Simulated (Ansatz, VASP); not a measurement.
## One calculation of BN, two programs

```
B N
1.0
     2.21463    0.00000    0.00000
    -1.10732    2.15498    0.00000
     0.00000    0.00000    6.73365
B N
2 2
Direct
  0.32104 0.64208 0.25000
  0.67896 0.35792 0.75000
  0.35673 0.71345 0.75000
  0.64327 0.28655 0.25000
```

Change from the starting cell: normal strain along x -0.1100, normal strain along z +0.0367.

Alike in both runs: functional LDA; k mesh 12 × 12 × 4; occupations gaussian, width 0.05 eV; no spin polarisation.

Ansatz relaxed the structure, and its values are those at the end. VASP's run is a single point on that final structure, the one shown.

|  | VASP | Ansatz |
| --- | --- | --- |
| version | VASP 6.6.1 | Ansatz 0.2.0 |
| potentials or method | VASP PAW LDA potentials, release 64 (B, N), cutoff 520 eV | scalar-relativistic, plane waves, PAW |
| valence electrons in the cell | 16 | 16 |

```tsv
	VASP	Ansatz	Ansatz less VASP
gap on the k mesh at the Fermi level (eV)	3.49	3.50	+0.011
least direct gap on the mesh (eV)	4.32	4.33	+0.014
pressure (GPa)	54.8	54.2	-0.62
rms of the force components (eV/Å)	0.006	0.000	-0.0064
```

Ansatz warns that its potentials were made for another functional, while VASP's fit it. LDA's correlation is that of Perdew and Zunger in VASP and of Perdew and Wang (1992) in Ansatz. Both programs put the cell under a high pressure, so it lies far from rest at this level. Ansatz's warnings: stress scf threshold loose.
